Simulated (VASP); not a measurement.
# Yb (Fm-3m) in VASP: further runs, part 2 of 2

VASP 6.6.1. The steps go on from the part before.

## 4. Single point, BLYP+D3(BJ), collinear spin, ferromagnetic start (volume scaled by 1.15)

File INCAR:

```
PREC = Accurate
ENCUT = 520
EDIFF = 1E-6
ISMEAR = -1
SIGMA = 0.025
LREAL = F
LASPH = T
NELM = 150
ALGO = Normal
ISIF = 2
LWAVE = F
LCHARG = F
ISPIN = 2
MAGMOM = 1
LORBIT = 11
NUPDOWN = 1.0
LMAXMIX = 6
GGA = B5
ALDAX = 1.0
AGGAX = 1.0
AGGAC = 1.0
ALDAC = 0.0
IVDW = 12
VDW_S6 = 1.0
VDW_S8 = 2.6996
VDW_A1 = 0.4298
VDW_A2 = 4.2359
NBANDS = 22
```

File KPOINTS:

```
Automatic mesh
0
Gamma
  8 8 8
```

File POSCAR:

```
Yb
1.0
    0.0000000000      2.8739172133      2.8739172133
    2.8739172133      0.0000000000      2.8739172133
    2.8739172133      2.8739172133      0.0000000000
Yb
1
Direct
    0.0000000000      0.0000000000      0.0000000000
```

Run with:

```sh
cat potpaw_PBE.64/Yb/POTCAR > POTCAR
mpirun -np 1 vasp_std > vasp.out
```

Run time: 3 min. Hardware: 1 thread of Intel Xeon 6975P-C, shared host; peak memory 0.24 GiB.

The run converged. Its results:

* Free energy: -2.9610 eV
* Pressure: -5.1 GPa
* Net moment: 1.00 μB per cell
* Site moments: Yb +0.41 μB
* Valence electrons inside the program's atomic spheres: Yb 21.98
* Dispersion energy per atom: -0.581 eV

Caveat: the cell differs from its parent crystal (volume scaled by 1.15); three body term missing; the PAW data sets were made with another functional, which shifts forces and pressure a little; spin-orbit coupling is left out, which moves the levels of the heavy elements; the total moment is fixed, so each spin has its own Fermi level.

## 5. Single point, PBEsol, collinear spin, ferromagnetic start

This run uses another cell than the first one, of 41.28 Å³/atom, 0.943 times its volume.

File INCAR:

```
PREC     = Accurate       # precision mode
ENCUT    = 520            # plane-wave cutoff, eV
EDIFF    = 1E-6           # SCF threshold, eV
ISMEAR   = 0              # smearing method
SIGMA    = 0.1            # smearing width, eV
LREAL    = False          # projectors in reciprocal space
LASPH    = True           # aspherical terms in the spheres
NELM     = 150            # most SCF steps
ALGO     = Normal         # electronic algorithm
ISIF     = 2              # what is computed and relaxed
LWAVE    = False          # write WAVECAR
LCHARG   = False          # write CHGCAR
ISPIN    = 2              # spin polarisation
MAGMOM   = 1              # initial moments
LORBIT   = 11             # projections on sites
LMAXMIX  = 6              # l up to which the mixer works
GGA      = PS             # functional
NBANDS   = 22             # bands
```

File KPOINTS:

```
regular mesh
0
Gamma
  8 8 8
```

File POSCAR:

```
Yb
1.0
    0.0000000000      2.7431000000      2.7431000000
    2.7431000000      0.0000000000      2.7431000000
    2.7431000000      2.7431000000      0.0000000000
Yb
1
Direct
    0.0000000000      0.0000000000      0.0000000000
```

Potentials or basis: VASP PAW PBE potentials, release 64 (Yb).

Run with:

```sh
cat potpaw_PBE.64/Yb/POTCAR > POTCAR
mpirun -np 1 vasp_std > vasp.out
```

OUTCAR:

```text
PREC = Accurate
   ENCUT = 520
   EDIFF = 1E-6
   ISMEAR = 0
   LREAL = False
   LASPH = True
   NELM = 150
   ISIF = 2
   ISPIN = 2
   LORBIT = 11
   GGA = PS

 ion  position               nearest neighbor table
   1  0.000  0.000  0.000-

  LATTYP: Found a face centered cubic cell.
 ALAT       =     5.4862000000

  Lattice vectors:

 A1 = (   0.0000000000,   2.7431000000,   2.7431000000)
 A2 = (   2.7431000000,   0.0000000000,   2.7431000000)
 A3 = (   2.7431000000,   2.7431000000,   0.0000000000)

Analysis of symmetry for initial positions (statically):
=====================================================================
 Subroutine PRICEL returns:
 Original cell was already a primitive cell.

 Routine SETGRP: Setting up the symmetry group for a
 face centered cubic supercell.

 Subroutine GETGRP returns: Found 48 space group operations
 (whereof 48 operations were pure point group operations)
 out of a pool of 48 trial point group operations.

The static configuration has the point symmetry O_h .

Analysis of symmetry for dynamics (positions and initial velocities):
=====================================================================
 Subroutine PRICEL returns:
 Original cell was already a primitive cell.
[... 186 lines left out ...]
      5      -3.8210      1.00000
      6       0.6494      1.00000
[... 589 lines left out ...]
     21      12.0889      0.00000
     22      16.8464      0.00000

 [... further k-points ...]

 spin component 2

 k-point     1 :       0.0000    0.0000    0.0000
  band No.  band energies     occupation
      1     -50.7749      1.00000
      2     -23.0312      1.00000
      3     -23.0312      1.00000
      4     -23.0312      1.00000
      5      -3.8215      1.00000
      6       0.6508      1.00000
[... 589 lines left out ...]
     21      12.0885      0.00000
     22      16.8460      0.00000

 [... further k-points ...]
[... 5 lines left out ...]
  --------------------------------------------------------------------------------------
  -------------------------------------------------------------------------------------
  Total       -0.7485136     -0.7485136     -0.7485136      0.0000000      0.0000000     -0.0000000
  in kB      -29.0506179    -29.0506179    -29.0506179      0.0000000      0.0000000     -0.0000000
  external PRESSURE =     -29.0506179 kB  Pullay stress =       0.0000000 kB

 VOLUME and BASIS-vectors are now :
 -----------------------------------------------------------------------------
  energy-cutoff  :      520.00
  volume of cell :       41.28
      direct lattice vectors                 reciprocal lattice vectors
     0.000000000  2.743100000  2.743100000    -0.182275528  0.182275528  0.182275528
     2.743100000  0.000000000  2.743100000     0.182275528 -0.182275528  0.182275528
     2.743100000  2.743100000  0.000000000     0.182275528  0.182275528 -0.182275528

 POSITION                                       TOTAL-FORCE (eV/Angst)
 -----------------------------------------------------------------------------------
      0.00000      0.00000      0.00000         0.000000      0.000000      0.000000
 -----------------------------------------------------------------------------------
    total drift:                               -0.000000     -0.000000      0.000000

  FREE ENERGIE OF THE ION-ELECTRON SYSTEM (eV)
  ---------------------------------------------------
  free  energy   TOTEN  =        -3.8081616575 eV

  energy  without entropy=       -3.8037720836  energy(sigma->0) =       -3.80596687

 total charge

# of ion       s       p       d       f       tot
--------------------------------------------------
    1        2.214   5.974   0.207  13.651  22.047

 magnetization (x)

# of ion       s       p       d       f       tot
--------------------------------------------------
    1        0.000  -0.000  -0.000   0.000   0.000
```

OSZICAR:

```text
N       E                     dE             d eps       ncg     rms          rms(c)
DAV:   1     0.132028217976E+03    0.13203E+03   -0.79001E+03  3604   0.704E+03
[... 29 lines left out ...]
DAV:  31    -0.380809949622E+01    0.98413E-04   -0.13395E-04  4446   0.316E-01    0.255E-01
DAV:  32    -0.380811668411E+01   -0.17188E-04   -0.17850E-05  4228   0.166E-01    0.126E-01
DAV:  33    -0.380815442189E+01   -0.37738E-04   -0.26518E-05  4140   0.177E-01    0.759E-02
DAV:  34    -0.380816571558E+01   -0.11294E-04   -0.10628E-05  4126   0.919E-02    0.474E-02
DAV:  35    -0.380816434307E+01    0.13725E-05   -0.74734E-07  2034   0.242E-02    0.323E-02
DAV:  36    -0.380816223099E+01    0.21121E-05   -0.16303E-06  1466   0.412E-02    0.187E-02
DAV:  37    -0.380816165751E+01    0.57348E-06   -0.66559E-07  1584   0.217E-02
   1 F= -.38081617E+01 E0= -.38059669E+01  d E =-.438957E-02  mag=     0.0013
```

stdout:

```text
POSCAR found type information on POSCAR Yb
 POSCAR found :  1 types and       1 ions
 scaLAPACK will be used
 -----------------------------------------------------------------------------
|                                                                             |
|                                                                             |
|     You enforced a specific xc type in the INCAR file but a different       |
|     I HOPE YOU KNOW WHAT YOU ARE DOING!                                     |
|                                                                             |
 -----------------------------------------------------------------------------

 LDA part: xc-table for (Slater+PW92), standard interpolation
 POSCAR, INCAR and KPOINTS ok, starting setup
 FFT: planning ... GRIDC
 FFT: planning ... GRID_SOFT
 FFT: planning ... GRID
 WAVECAR not read
 entering main loop
```

Wall time 1.8 min (1 thread of Intel Xeon Platinum 8488C (Sapphire Rapids), shared host); peak memory 0.23 GiB.

What came out:

- Free energy: -3.8082 eV
- Pressure: -2.9 GPa
- Band gap on the k mesh: zero (filled and empty bands overlap)
- Net moment: 0.00 μB per cell
- Valence electrons inside the program's atomic spheres: Yb 22.05

Levels at points of the mesh, in eV from the Fermi level:
Spin up:
| k point | band 9 | band 10 | band 11 | band 12 | band 13 | band 14 | band 15 | band 16 |
| --- | --- | --- | --- | --- | --- | --- | --- | --- |
| (0.00, 0.00, 0.00) | -0.32 | -0.25 | -0.25 | -0.25 | 2.70 | 2.70 | 2.70 | 4.55 |
| (0.50, 0.00, 0.00) | -0.33 | -0.26 | -0.26 | -0.24 | 0.14 | 2.52 | 2.52 | 5.88 |
| (0.50, 0.50, 0.00) | -0.32 | -0.29 | -0.27 | -0.27 | 0.27 | 1.30 | 5.90 | 6.26 |
Spin down:
| k point | band 8 | band 9 | band 10 | band 11 | band 12 | band 13 | band 14 | band 15 | band 16 | band 17 |
| --- | --- | --- | --- | --- | --- | --- | --- | --- | --- | --- |
| (0.00, 0.00, 0.00) | -0.32 | -0.32 | -0.24 | -0.24 | -0.24 | 2.70 | 2.70 | 2.70 | 4.55 | 4.55 |
| (0.50, 0.00, 0.00) | -0.33 | -0.33 | -0.26 | -0.26 | -0.24 | 0.14 | 2.52 | 2.52 | 5.88 | 5.88 |
| (0.50, 0.50, 0.00) | -0.32 | -0.32 | -0.28 | -0.27 | -0.27 | 0.27 | 1.30 | 5.90 | 6.26 | 6.28 |

Caveat: the PAW data sets were made with another functional, which shifts forces and pressure a little; spin-orbit coupling is left out, which moves the levels of the heavy elements. The state reached can hang on the start; a lower one may exist.

## 6. Single point, RPBE, collinear spin, ferromagnetic start

This run uses another cell than the first one, of 41.28 Å³/atom, 0.943 times its volume.

File INCAR:

```
ALGO     = Normal         # electronic algorithm
EDIFF    = 1E-6           # SCF threshold, eV
ENCUT    = 520            # plane-wave cutoff, eV
GGA      = RP             # functional
ISIF     = 2              # what is computed and relaxed
ISMEAR   = 0              # smearing method
ISPIN    = 2              # spin polarisation
LASPH    = T              # aspherical terms in the spheres
LCHARG   = F              # write CHGCAR
LMAXMIX  = 6              # l up to which the mixer works
LORBIT   = 11             # projections on sites
LREAL    = F              # projectors in reciprocal space
LWAVE    = F              # write WAVECAR
MAGMOM   = 1              # initial moments
NBANDS   = 22             # bands
NELM     = 150            # most SCF steps
PREC     = Accurate       # precision mode
SIGMA    = 0.02           # smearing width, eV
```

File KPOINTS:

```
k-points
0
Gamma
  8 8 8
```

POSCAR is that of step 5.

Potentials or basis: VASP PAW PBE potentials, release 64 (Yb).

Run with:

```sh
cat potpaw_PBE.64/Yb/POTCAR > POTCAR
mpirun -np 1 vasp_std > vasp.out
```

It took 3.6 min on 1 thread of Intel Xeon Platinum 8488C (Sapphire Rapids), shared host; peak memory 0.24 GiB.

The run converged. Its results:

```
Free energy                                           : -3.2844 eV
Pressure                                              : -2.3 GPa
Band gap on the k mesh                                : zero (filled and empty bands overlap)
Net moment                                            : 0.02 μB per cell
Valence electrons inside the program's atomic spheres : Yb 22.10
```

Levels at points of the mesh, in eV from the Fermi level:
Spin up:
| k point | band 10 | band 11 | band 12 | band 13 | band 14 | band 15 |
| --- | --- | --- | --- | --- | --- | --- |
| (0.00, 0.00, 0.00) | -0.26 | -0.26 | -0.26 | 2.78 | 2.78 | 2.78 |
| (0.50, 0.00, 0.00) | -0.27 | -0.27 | -0.26 | 0.09 | 2.58 | 2.58 |
| (0.50, 0.50, 0.00) | -0.29 | -0.28 | -0.28 | 0.31 | 1.26 | 5.98 |
Spin down:
```
           k point  band 10  band 11  band 12  band 13  band 14  band 15
(0.00, 0.00, 0.00)    -0.26    -0.26    -0.26     2.79     2.79     2.79
(0.50, 0.00, 0.00)    -0.27    -0.27    -0.26     0.11     2.59     2.59
(0.50, 0.50, 0.00)    -0.29    -0.28    -0.28     0.32     1.28     5.98
```

Caveat: the PAW data sets were made with another functional, which shifts forces and pressure a little; spin-orbit coupling is left out, which moves the levels of the heavy elements. The state reached can hang on the start; a lower one may exist.

## 7. Summary

```csv
level,fixed moment (μB),cell,smearing,gap on the mesh (eV),pressure (GPa),moment (μB)
r2SCAN,-,"a = 3.955 Å, angles 60.0°, 1 atom",fermi-dirac 0.05 eV,none,-0.6,0.00
BLYP+D3(BJ),1.0,"a = 3.512 Å, angles 60.0°, 1 atom",fermi-dirac 0.025 eV,-,-0.7,1.00
BLYP+D3(BJ),1.0,"a = 4.064 Å, angles 60.0°, 1 atom",fermi-dirac 0.025 eV,-,-5.1,1.00
PBEsol,-,"a = 3.879 Å, angles 60.0°, 1 atom",gaussian 0.1 eV,none,-2.9,0.00
RPBE,-,"a = 3.879 Å, angles 60.0°, 1 atom",gaussian 0.02 eV,none,-2.3,0.02
```

Alike in all rows: task single point; potentials or basis VASP PAW PBE potentials, release 64 (Yb); spin collinear, ferromagnetic start; k mesh 8 × 8 × 8; cutoff (eV) 520.

Caveats: the PAW data sets were made with another functional, which shifts forces and pressure a little; spin-orbit coupling is left out, which moves the levels of the heavy elements; three body term missing (some runs); the total moment is fixed, so each spin has its own Fermi level (some runs).

Total energies depend on the potentials used, so only differences within one code and one set of settings carry meaning.
